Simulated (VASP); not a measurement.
A run of VASP 6.6.1 is set up as follows.

File INCAR:

```
ALGO = Normal
EDIFF = 1E-6
ENCUT = 520
ISIF = 2
ISMEAR = 0
ISPIN = 2
LASPH = True
LCHARG = False
LMAXMIX = 4
LORBIT = 11
LREAL = False
LWAVE = False
MAGMOM = 0.25
NBANDS = 15
NELM = 150
NUPDOWN = 0.25
PREC = Accurate
SIGMA = 0.15
```

Contents of KPOINTS:

```
k-points
0
Gamma
  24 24 24
```

POSCAR

```
Ni
1.0
    0.0000000000      1.6024052366      1.6024052366
    1.6024052366      0.0000000000      1.6024052366
    1.6024052366      1.6024052366      0.0000000000
Ni
1
Direct
    0.0000000000      0.0000000000      0.0000000000
```

Potentials or basis: VASP PAW LDA potentials, release 64 (Ni).

Launch:

```console
$ cat potpaw_LDA.64/Ni/POTCAR > POTCAR
$ mpirun -np 1 vasp_std > vasp.out
```

What does it give for the pressure?

79.5 GPa.

Caveat: the total moment is fixed, so each spin has its own Fermi level.
